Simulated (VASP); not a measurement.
# MnAs (P6_3/mmc) in VASP: further runs

MnAs is run at these levels: PBE, PBEsol+D3(BJ); tasks: single point.

Program: VASP 6.6.1. These are calculated values, not measurements. Logs are shortened: lines on timing, memory, paths and dates and some standing lists are left out, and cuts for length are marked.

### 1 The cell of the first run

The structure is hexagonal, space group P6_3/mmc (No. 194). Conventional cell: a = 3.710 Å, b = 3.710 Å, c = 5.691 Å, α = 90.00°, β = 90.00°, γ = 120.00°. As (site symmetry -6m2) has 6 Mn at 2.57 Å within 3.4 Å. Mn (site symmetry -3m) has 6 As at 2.57 Å and 2 Mn at 2.85 Å within 3.4 Å.

### 2 Single point, PBE, collinear spin, ferromagnetic start

File INCAR:

```
SYSTEM = MnAs
  PREC = Accurate
  ENCUT = 520
  EDIFF = 1E-6
  ISMEAR = 0
  SIGMA = 0.019000000000000003
  LREAL = .FALSE.
  LASPH = .TRUE.
  NELM = 150
  ALGO = Normal
  ISIF = 2
  LWAVE = .FALSE.
  LCHARG = .FALSE.
  ISPIN = 2
  MAGMOM = 0 0 4 4
  LORBIT = 11
  LMAXMIX = 4
  GGA = PE
  NBANDS = 30
```

File KPOINTS:

```
regular mesh
0
G
  8 8 5
  0 0 0
```

File POSCAR:

```
MnAs
1.0
    3.7100000000      0.0000000000      0.0000000000
   -1.8550000000      3.2129542480      0.0000000000
    0.0000000000      0.0000000000      5.6910000000
As Mn
2 2
Direct
    0.6666666667      0.3333333333      0.7500000000
    0.3333333333      0.6666666667      0.2500000000
    0.0000000000      0.0000000000      0.5000000000
    0.0000000000      0.0000000000      0.0000000000
```

Potentials or basis: VASP PAW PBE potentials, release 64 (As, Mn_pv).

The run is started by

```console
$ cat potpaw_PBE.64/As/POTCAR potpaw_PBE.64/Mn_pv/POTCAR > POTCAR
$ mpirun -np 1 vasp_std > vasp.out
```

OUTCAR:

```text
SYSTEM = MnAs
   PREC = Accurate
   ENCUT = 520
   EDIFF = 1E-6
   ISMEAR = 0
   LREAL = .FALSE.
   LASPH = .TRUE.
   NELM = 150
   ISIF = 2
   ISPIN = 2
   LORBIT = 11
   GGA = PE

 ion  position               nearest neighbor table
   1  0.667  0.333  0.750-   3 2.57   4 2.57   3 2.57   4 2.57   3 2.57   4 2.57
   2  0.333  0.667  0.250-   3 2.57   4 2.57   3 2.57   4 2.57   3 2.57   4 2.57
   3  0.000  0.000  0.500-   1 2.57   2 2.57   2 2.57   1 2.57   1 2.57   2 2.57   4 2.85   4 2.85

   4  0.000  0.000  0.000-   1 2.57   2 2.57   2 2.57   1 2.57   1 2.57   2 2.57   3 2.85   3 2.85

  LATTYP: Found a hexagonal cell.
 ALAT       =     3.7100000000
 C/A-ratio  =     1.5339622642

  Lattice vectors:

 A1 = (   3.7100000000,   0.0000000000,   0.0000000000)
 A2 = (  -1.8550000000,   3.2129542480,   0.0000000000)
 A3 = (   0.0000000000,   0.0000000000,   5.6910000000)

Analysis of symmetry for initial positions (statically):
=====================================================================
 Subroutine PRICEL returns:
 Original cell was already a primitive cell.

 Routine SETGRP: Setting up the symmetry group for a
 hexagonal supercell.

 Subroutine GETGRP returns: Found 24 space group operations
 (whereof 12 operations were pure point group operations)
 out of a pool of 24 trial point group operations.

The static configuration has the point symmetry D_3d.
 The point group associated with its full space group is D_6h.

Analysis of symmetry for dynamics (positions and initial velocities):
=====================================================================
 Subroutine PRICEL returns:
 Original cell was already a primitive cell.

 Routine SETGRP: Setting up the symmetry group for a
 hexagonal supercell.

 Subroutine GETGRP returns: Found 24 space group operations
 (whereof 12 operations were pure point group operations)
 out of a pool of 24 trial point group operations.

The dynamic configuration has the point symmetry D_3d.
 The point group associated with its full space group is D_6h.

Analysis of structural, dynamic, and magnetic symmetry:
=====================================================================
 Subroutine PRICEL returns:
 Original cell was already a primitive cell.

 Routine SETGRP: Setting up the symmetry group for a
 hexagonal supercell.

 Subroutine GETGRP returns: Found 24 space group operations
 (whereof 12 operations were pure point group operations)
 out of a pool of 24 trial point group operations.

The overall configuration has the point symmetry D_3d.
 The point group associated with its full space group is D_6h.

 Subroutine INISYM returns: Found 24 space group operations
 (whereof 12 operations are pure point group operations),
 and found     1 'primitive' translations

----------------------------------------------------------------------------------------

                                     Primitive cell

  volume of cell :      67.8371

  direct lattice vectors                    reciprocal lattice vectors
     3.710000000  0.000000000  0.000000000     0.269541779  0.155620019  0.000000000
    -1.855000000  3.212954248  0.000000000     0.000000000  0.311240037  0.000000000
     0.000000000  0.000000000  5.691000000     0.000000000  0.000000000  0.175716043

  length of vectors
     3.710000000  3.710000000  5.691000000     0.311240037  0.311240037  0.175716043

  position of ions in fractional coordinates (direct lattice)
     0.666666667  0.333333333  0.750000000
     0.333333333  0.666666667  0.250000000
     0.000000000  0.000000000  0.500000000
     0.000000000  0.000000000  0.000000000

  ion indices of the primitive-cell ions
   primitive index   ion index
                 1           1
                 2           2
                 3           3
                 4           4

----------------------------------------------------------------------------------------

 KPOINTS: regular mesh

Automatic generation of k-mesh.
 Grid dimensions read from file:
 generate k-points for:    8    8    5

 Generating k-lattice:

  Cartesian coordinates                     Fractional coordinates (reciprocal lattice)
     0.033692722  0.019452502  0.000000000     0.125000000 -0.000000000  0.000000000
     0.000000000  0.038905005  0.000000000     0.000000000  0.125000000  0.000000000
     0.000000000  0.000000000  0.035143209     0.000000000  0.000000000  0.200000000

  Length of vectors
     0.038905005  0.038905005  0.035143209

  Shift w.r.t. Gamma in fractional coordinates (k-lattice)
     0.000000000  0.000000000  0.000000000

 Subroutine IBZKPT returns following result:
 ===========================================

 Found     30 irreducible k-points:

 Following reciprocal coordinates:
            Coordinates               Weight
  0.000000  0.000000  0.000000      1.000000
  0.125000  0.000000  0.000000      6.000000
  0.250000  0.000000  0.000000      6.000000
  0.375000  0.000000  0.000000      6.000000
[... 29 lines left out ...]
   NFREE  =      0    steps in history (QN), initial steepest desc. (CG)
   ISIF   =      2    stress and relaxation
   ISYM   =      2    0-nonsym 1-usesym 2-fastsym
   POTIM  = 0.5000    time-step for ionic-motion
   TEBEG  =    0.0;   TEEND  =   0.0 temperature during run
   PSTRESS=    0.0 pullay stress
   NELECT =      36.0000    total number of electrons
   NUPDOWN=      -1.0000    fix difference up-down
   EMIN   =  10.00;   EMAX   =-10.00  energy-range for DOS
   EFERMI =   0.00;   METHOD = LEGACY
   ISMEAR =     0;   SIGMA  =   0.02  broadening in eV -4-tet -1-fermi 0-gaus
   EFERMI_NEDOS =   21; number of points for ismear=-14 and -15
   IALGO  =     38    algorithm
   IMIX   =      4    mixing-type and parameters
     AMIX     =   0.40;   BMIX     =  1.00
     AMIX_MAG =   1.60;   BMIX_MAG =  1.00
  volume/ion in A,a.u.               =      16.96       114.45
  Fermi-wavevector in a.u.,A,eV,Ry     =   1.325419  2.504679 23.901852  1.756737
  Thomas-Fermi vector in A             =   2.454882
   LORBIT       =     11    0 simple, 1 ext, 2 COOP (PROOUT), +10 PAW based schemes
   GGA     = PE    functional components
   LHFCALC =     F    Hartree Fock is set to
   AEXX    =    0.0000 exact exchange contribution
   IVDW    =     0    specifies the selected vdW correction
   LEPSILON=     F    determine dielectric tensor
   LRPA    =     F    only Hartree local field effects (RPA)
 spin polarized calculation
 Gauss-broadening in eV      SIGMA  =   0.02
  energy-cutoff  :      520.00
  volume of cell :       67.84
 maximum number of plane-waves:      1844
 NGX is ok and might be reduce to    28
   NGX = 13   NGY = 13   NGZ = 21

 number of electron      35.9999987 magnetization       6.2956979

 Free energy of the ion-electron system (eV)
  ---------------------------------------------------
  ext. energy  EPLUGINS =         0.00000000
  ---------------------------------------------------
  free energy    TOTEN  =       -28.21877107 eV

  energy without entropy =      -28.21834381  energy(sigma->0) =      -28.21855744

 E-fermi :   6.8393     XC(G=0): -11.1665

 val. band max:        6.8266924241   @ k =   0.3750   0.1250   0.4000
 cond. band min:       6.8502285278   @ k =   0.1250   0.1250   0.4000
 fundamental gap:      0.0235361037
 Fermi energy:         6.8392576079

 spin component 1

 k-point     1 :       0.0000    0.0000    0.0000
  band No.  band energies     occupation
      1     -43.1560      1.00000
      2     -43.1560      1.00000
      3     -43.1466      1.00000
      4     -43.1466      1.00000
      5     -42.9424      1.00000
      6     -42.8459      1.00000
[... 781 lines left out ...]
     29      15.7943      0.00000
     30      17.6494      0.00000

 [... further k-points ...]

 spin component 2

 k-point     1 :       0.0000    0.0000    0.0000
  band No.  band energies     occupation
      1     -39.6997      1.00000
      2     -39.6997      1.00000
      3     -39.6954      1.00000
      4     -39.6884      1.00000
      5     -39.6884      1.00000
      6     -39.5821      1.00000
[... 781 lines left out ...]
     29      16.3739      0.00000
     30      18.1975      0.00000

 [... further k-points ...]

------------------------ aborting loop because EDIFF is reached ----------------------------------------

  FORCE on cell =-STRESS in cart. coord.  units (eV):
  Direction    XX          YY          ZZ          XY          YZ          ZX
  --------------------------------------------------------------------------------------
  -------------------------------------------------------------------------------------
  Total       -0.9542284     -0.9542284     -2.2137737      0.0000000      0.0000000      0.0000000
  in kB      -22.5369876    -22.5369876    -52.2849592      0.0000000      0.0000000      0.0000000
  external PRESSURE =     -32.4529781 kB  Pullay stress =       0.0000000 kB

 VOLUME and BASIS-vectors are now :
 -----------------------------------------------------------------------------
  energy-cutoff  :      520.00
  volume of cell :       67.84
      direct lattice vectors                 reciprocal lattice vectors
     3.710000000  0.000000000  0.000000000     0.269541779  0.155620019  0.000000000
    -1.855000000  3.212954248  0.000000000     0.000000000  0.311240037  0.000000000
     0.000000000  0.000000000  5.691000000     0.000000000  0.000000000  0.175716043

 POSITION                                       TOTAL-FORCE (eV/Angst)
 -----------------------------------------------------------------------------------
      1.85500      1.07098      4.26825         0.000000      0.000000      0.000000
     -0.00000      2.14197      1.42275        -0.000000     -0.000000      0.000000
      0.00000      0.00000      2.84550         0.000000      0.000000      0.000000
      0.00000      0.00000      0.00000         0.000000      0.000000      0.000000
 -----------------------------------------------------------------------------------
    total drift:                               -0.000000      0.000000     -0.000000

  FREE ENERGIE OF THE ION-ELECTRON SYSTEM (eV)
  ---------------------------------------------------
  free  energy   TOTEN  =       -28.2187710711 eV

  energy  without entropy=      -28.2183438054  energy(sigma->0) =      -28.21855744

 total charge

# of ion       s       p       d       tot
------------------------------------------
    1        1.227   1.510   0.049   2.786
    2        1.227   1.510   0.049   2.786
    3        0.280   6.240   5.055  11.575
    4        0.280   6.240   5.055  11.575
--------------------------------------------------
tot          3.013  15.500  10.208  28.721

 magnetization (x)

# of ion       s       p       d       tot
------------------------------------------
    1        0.010  -0.141   0.008  -0.123
    2        0.010  -0.141   0.008  -0.123
    3        0.037   0.025   3.144   3.206
    4        0.037   0.025   3.144   3.206
--------------------------------------------------
tot          0.094  -0.233   6.305   6.166
```

Run time: 49 s. Hardware: 1 thread of Intel Xeon 6975P-C (Granite Rapids), shared host; peak memory 0.25 GiB.

Results:

```
Free energy                                           : -28.2188 eV
Pressure                                              : -3.2 GPa
Net moment                                            : 6.30 μB per cell
Site moments                                          : As -0.12; Mn +3.21 μB
Valence electrons inside the program's atomic spheres : As 2.79; Mn 11.57
```

Stress tensor (GPa, compression positive):
```
-2.25  0.00  0.00
 0.00 -2.25  0.00
 0.00  0.00 -5.23
```

Levels at points of the mesh, in eV from the Fermi level:
Spin up:
```
           k point  band 19  band 20  band 21  band 22  band 23  band 24
(0.00, 0.00, 0.00)    -0.50     0.55     0.55     1.48     2.83     2.83
(0.50, 0.00, 0.00)    -2.10    -1.92    -1.65    -0.59     1.03     3.13
```
Spin down:
| k point | band 13 | band 14 | band 15 | band 16 | band 17 | band 18 |
| --- | --- | --- | --- | --- | --- | --- |
| (0.00, 0.00, 0.00) | -0.14 | -0.14 | -0.01 | -0.01 | 0.50 | 0.50 |
| (0.50, 0.00, 0.00) | -2.72 | -2.06 | -1.33 | 0.63 | 0.73 | 0.76 |

Caveat: the cell stands under tension; only a ferromagnetic start was run, and an antiferromagnetic order may lie lower in energy.

### 3 Single point, PBE, collinear spin, ferromagnetic start

File INCAR:

```
PREC = Accurate ; ENCUT = 520
EDIFF = 1E-6 ; ISMEAR = 0
SIGMA = 0.020999999999999998 ; LREAL = F
LASPH = T ; NELM = 150
ALGO = Normal ; ISIF = 2
LWAVE = F ; LCHARG = F
ISPIN = 2 ; MAGMOM = 0 0 4 4
LORBIT = 11 ; LMAXMIX = 4
GGA = PE ; NBANDS = 30
```

File KPOINTS:

```
regular mesh
0
Gamma
  8 8 5
```

POSCAR is that of step 2.

Potentials or basis: VASP PAW PBE potentials, release 64 (As, Mn_pv).

The run is started by

```console
$ cat potpaw_PBE.64/As/POTCAR potpaw_PBE.64/Mn_pv/POTCAR > POTCAR
$ mpirun -np 1 vasp_std > vasp.out
```

It took 51 s on 1 thread of Intel Xeon 6975P-C (Granite Rapids), shared host; peak memory 0.25 GiB.

The run converged. Its results:

```yaml
Free_energy: -28.2188 eV
Pressure: -3.2 GPa
Net_moment: 6.30 μB per cell
Site_moments: As -0.12; Mn +3.21 μB
Valence_electrons_inside_the_program's_atomic_spheres: As 2.79; Mn 11.57
```

Stress tensor (GPa, compression positive):
```
-2.26  0.00  0.00
 0.00 -2.26  0.00
 0.00  0.00 -5.22
```

Levels at points of the mesh, in eV from the Fermi level:
Spin up:
```
           k point  band 18  band 19  band 20  band 21  band 22  band 23  band 24  band 25
(0.00, 0.00, 0.00)    -1.88    -0.50     0.55     0.55     1.48     2.83     2.83     3.80
(0.50, 0.00, 0.00)    -2.13    -2.10    -1.92    -1.65    -0.59     1.03     3.13     4.73
```
Spin down:
```tsv
k point	band 13	band 14	band 15	band 16	band 17	band 18
(0.00, 0.00, 0.00)	-0.14	-0.14	-0.01	-0.01	0.50	0.50
(0.50, 0.00, 0.00)	-2.72	-2.06	-1.33	0.63	0.73	0.76
```

Caveat: the cell stands under tension; only a ferromagnetic start was run, and an antiferromagnetic order may lie lower in energy.

### 4 Single point, PBE, collinear spin, ferromagnetic start

File INCAR:

```
PREC     = Accurate       # precision mode
ENCUT    = 520            # plane-wave cutoff, eV
EDIFF    = 1E-6           # SCF threshold, eV
ISMEAR   = 0              # smearing method
SIGMA    = 0.023          # smearing width, eV
LREAL    = F              # projectors in reciprocal space
LASPH    = T              # aspherical terms in the spheres
NELM     = 150            # most SCF steps
ALGO     = Normal         # electronic algorithm
ISIF     = 2              # what is computed and relaxed
LWAVE    = F              # write WAVECAR
LCHARG   = F              # write CHGCAR
ISPIN    = 2              # spin polarisation
MAGMOM   = 0 0 4 4        # initial moments
LORBIT   = 11             # projections on sites
LMAXMIX  = 4              # l up to which the mixer works
GGA      = PE             # functional
NBANDS   = 30             # bands
```

File KPOINTS:

```
Automatic mesh
0
Gamma
  8 8 5
```

POSCAR is that of step 3.

The run is started by

```console
$ cat potpaw_PBE.64/As/POTCAR potpaw_PBE.64/Mn_pv/POTCAR > POTCAR
$ mpirun -np 1 vasp_std > vasp.out
```

Run time: 50 s. Hardware: 1 thread of Intel Xeon 6975P-C (Granite Rapids), shared host; peak memory 0.25 GiB.

Results (log left out):

- Free energy: -28.2189 eV
- Pressure: -3.2 GPa
- Net moment: 6.30 μB per cell
- Site moments: As -0.12; Mn +3.21 μB
- Valence electrons inside the program's atomic spheres: As 2.79; Mn 11.57

Stress tensor (GPa, compression positive):
```
-2.26  0.00  0.00
 0.00 -2.26  0.00
 0.00  0.00 -5.22
```

Levels at points of the mesh, in eV from the Fermi level:
Spin up:
| k point | band 18 | band 19 | band 20 | band 21 | band 22 | band 23 | band 24 | band 25 |
| --- | --- | --- | --- | --- | --- | --- | --- | --- |
| (0.00, 0.00, 0.00) | -1.88 | -0.50 | 0.55 | 0.55 | 1.48 | 2.83 | 2.83 | 3.80 |
| (0.50, 0.00, 0.00) | -2.13 | -2.10 | -1.92 | -1.65 | -0.59 | 1.03 | 3.13 | 4.73 |
Spin down:
```
           k point  band 12  band 13  band 14  band 15  band 16  band 17  band 18  band 19
(0.00, 0.00, 0.00)    -1.16    -0.14    -0.14    -0.02    -0.02     0.50     0.50     1.26
(0.50, 0.00, 0.00)    -3.15    -2.72    -2.06    -1.33     0.63     0.73     0.76     0.82
```

Caveat: the cell stands under tension; only a ferromagnetic start was run, and an antiferromagnetic order may lie lower in energy.

### 5 Single point, PBEsol+D3(BJ), collinear spin, ferromagnetic start

This run uses another cell than the first one, of 14.12 Å³/atom.

File INCAR:

```
SYSTEM = MnAs
PREC     = Accurate       ! precision mode
ENCUT    = 520            ! plane-wave cutoff, eV
EDIFF    = 1E-7           ! SCF threshold, eV
ISMEAR   = -1             ! smearing method
SIGMA    = 0.05           ! smearing width, eV
LREAL    = .False.        ! projectors in reciprocal space
LASPH    = .True.         ! aspherical terms in the spheres
NELM     = 150            ! most SCF steps
ALGO     = Normal         ! electronic algorithm
ISIF     = 2              ! what is computed and relaxed
LWAVE    = .False.        ! write WAVECAR
LCHARG   = .False.        ! write CHGCAR
ISPIN    = 2              ! spin polarisation
MAGMOM   = 0 0 4 4        ! initial moments
LORBIT   = 11             ! projections on sites
LMAXMIX  = 4              ! l up to which the mixer works
GGA      = PS             ! functional
IVDW     = 12             ! dispersion correction
NBANDS   = 30             ! bands
```

File KPOINTS:

```
regular mesh
0
Gamma
  8 8 5
  0 0 0
```

File POSCAR:

```
MnAs
1.0
    3.5167216616      0.0000000000      0.0000000000
   -1.7583608308      3.0455702970      0.0000000000
    0.0000000000      0.0000000000      5.2732442223
As Mn
2 2
Direct
    0.6666666667      0.3333333333      0.7500000000
    0.3333333333      0.6666666667      0.2500000000
    0.0000000000      0.0000000000      0.5000000000
    0.0000000000      0.0000000000      0.0000000000
```

The run is started by

```console
$ cat potpaw_PBE.64/As/POTCAR potpaw_PBE.64/Mn_pv/POTCAR > POTCAR
$ mpirun -np 1 vasp_std > vasp.out
```

Wall time 53 s (1 thread of Intel Xeon 6975P-C (Granite Rapids), shared host); peak memory 0.24 GiB.

It converged, with:

```yaml
Free_energy: -32.1180 eV
Pressure: 0.4 GPa
Net_moment: 4.39 μB per cell
Site_moments: As -0.08; Mn +2.24 μB
Valence_electrons_inside_the_program's_atomic_spheres: As 2.88; Mn 11.90
Dispersion_energy_per_atom: -0.404 eV
```

Levels at points of the mesh, in eV from the Fermi level:
Spin up:
```tsv
k point	band 16	band 17	band 18	band 19	band 20	band 21	band 22	band 23	band 24	band 25
(0.00, 0.00, 0.00)	-2.40	-1.16	-1.16	0.68	0.87	0.87	2.23	4.05	4.05	4.14
(0.50, 0.00, 0.00)	-1.89	-1.66	-1.63	-1.55	-1.21	-0.96	0.63	2.23	4.47	5.55
```
Spin down:
```tsv
k point	band 13	band 14	band 15	band 16	band 17	band 18	band 19	band 20
(0.00, 0.00, 0.00)	-0.91	-0.91	-0.53	-0.53	0.91	0.91	0.99	0.99
(0.50, 0.00, 0.00)	-3.49	-2.31	-2.25	0.30	0.31	0.36	0.42	1.10
```

Caveat: the PAW data sets were made with another functional, which shifts forces and pressure a little; only a ferromagnetic start was run, and an antiferromagnetic order may lie lower in energy.

### 6 Overview

```tsv
level	cell	smearing	gap on the mesh (eV)	pressure (GPa)	moment (μB)
PBE	a = 3.710, b = 3.710, c = 5.691 Å, angles 90.0, 90.0, 120.0°, 4 atoms	gaussian 0.019 eV	none	-3.2	6.30
PBE	a = 3.710, b = 3.710, c = 5.691 Å, angles 90.0, 90.0, 120.0°, 4 atoms	gaussian 0.021 eV	none	-3.2	6.30
PBE	a = 3.710, b = 3.710, c = 5.691 Å, angles 90.0, 90.0, 120.0°, 4 atoms	gaussian 0.023 eV	none	-3.2	6.30
PBEsol+D3(BJ)	a = 3.517, b = 3.517, c = 5.273 Å, angles 90.0, 90.0, 120.0°, 4 atoms	fermi-dirac 0.05 eV	none	0.4	4.39
```

Alike in all rows: task single point; potentials or basis VASP PAW PBE potentials, release 64 (As, Mn_pv); spin collinear, ferromagnetic start; k mesh 8 × 8 × 5; cutoff (eV) 520.

Caveats: only a ferromagnetic start was run, and an antiferromagnetic order may lie lower in energy; the cell stands under tension (at least some runs); the PAW data sets were made with another functional, which shifts forces and pressure a little (at least some runs).

Total energies depend on the potentials used, so only differences within one code and one set of settings carry meaning.
